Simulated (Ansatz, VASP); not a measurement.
# Two plane-wave programs on SiC

```xyz
2
Lattice="0.0000 2.1677 2.1677 2.1677 0.0000 2.1677 2.1677 2.1677 0.0000" Properties=species:S:1:pos:R:3 pbc="T T T"
Si    0.0000    0.0000    0.0000
C     1.0838    1.0838    1.0838
```

Alike in both runs: task single point; functional PBE; k mesh 8 × 8 × 8; no spin polarisation.

|  | VASP | Ansatz |
| --- | --- | --- |
| version | VASP 6.6.1 | Ansatz 0.2.0 |
| potentials or method | VASP PAW PBE potentials, release 64 (Si, C) | plane waves, PAW |
| plane-wave cutoff (eV) | 520 | 420 |
| occupations | gaussian, width 0.01 eV | fixed |
| valence electrons in the cell | 8 | 8 |

|  | VASP | Ansatz | Ansatz less VASP |
| --- | --- | --- | --- |
| gap on the k mesh at the Fermi level (eV) | 1.34 | 1.34 | +0.003 |
| pressure (GPa) | 6.8 | 6.9 | +0.06 |
